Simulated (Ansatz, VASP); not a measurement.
IrO2 in VASP and in Ansatz

```xyz
6
Lattice="4.4990 0.0000 0.0000 0.0000 4.4990 0.0000 0.0000 0.0000 3.1775" Properties=species:S:1:pos:R:3 pbc="T T T"
Ir    0.0000    0.0000    0.0000
Ir    2.2495    2.2495    1.5887
O     1.3891    1.3891    0.0000
O     0.8604    3.6386    1.5887
O     3.1099    3.1099    0.0000
O     3.6386    0.8604    1.5887
```

Change from the starting cell: z stretched by +1 %, ions relaxed.

Alike in both runs: functional PBE; k mesh 10 × 10 × 15; occupations fermi-dirac, width 0.05 eV; collinear spin.

Ansatz relaxed the structure, and its values are those at the end. VASP's run is a single point on that final structure, the one shown.

|  | VASP | Ansatz |
| --- | --- | --- |
| version | VASP 6.6.1 | Ansatz 0.2.0 |
| potentials or method | VASP PAW PBE potentials, release 64 (Ir, O) | plane-wave PAW, scalar-relativistic |
| plane-wave cutoff (eV) | 600 | 420 |
| valence electrons in the cell | 42 | 58 |

Ansatz gave:

```
pressure (GPa)           : 3.7
net moment per atom (μB) : 0.00
```

Task: Estimate VASP's values.

Result: Pressure (GPa): 5.9; net moment per atom (μB): 0.00.

With one functional, cell and mesh, what is left measures potentials, basis and numerics. VASP's potentials hold 42 valence electrons a cell and Ansatz's 58, so a difference there can come from the potentials and not from the codes. Ansatz's warnings: seeded moment not kept, stress scf threshold loose.

Spin-orbit coupling is off throughout.
